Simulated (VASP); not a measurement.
## Hf2C: single point with PBE

System: Hf2C, a sheet with vacuum.

```
Hf C
1.0
     3.23934    0.00000    0.00000
     0.00000    3.23934    0.00000
     0.00000    0.00000   29.66658
Hf C
2 1
Direct
  0.00000 0.50000 0.24186
  0.50000 0.00000 0.33118
  0.50000 0.50000 0.28652
```

```yaml
Program: VASP 6.6.1
Task: single point
Functional: PBE
Potentials_or_basis: VASP PAW PBE potentials, release 64 (Hf_pv, C)
Cutoff: 520 eV
k_mesh: 14 × 14 × 1
Occupations: gaussian, width 0.1 eV
Spin: no spin polarisation
Dipole_correction: yes
k_mesh_for_the_DOS: 21 × 21 × 1
Occupations_for_the_DOS: tetrahedron
Further_INCAR_settings: ALGO = Normal; EDIFF = 1e-06
```

```yaml
Valence_electrons_inside_the_program's_atomic_spheres: Hf 8.39; C 2.51
```

Levels at points of the mesh, in eV from the Fermi level:
```csv
k point,band 9,band 10,band 11,band 12,band 13,band 14,band 15,band 16
"(0.00, 0.00, 0.00)",-2.66,-2.10,-2.10,-1.57,-0.24,-0.03,0.84,3.75
```

Wall time 3 min on 1 thread of Intel(R) Xeon(R) 6975P-C (Granite Rapids), with other jobs on the host, peak memory 0.54 GiB.

Caveat: spin-orbit coupling is left out, which moves the levels of the heavy elements.
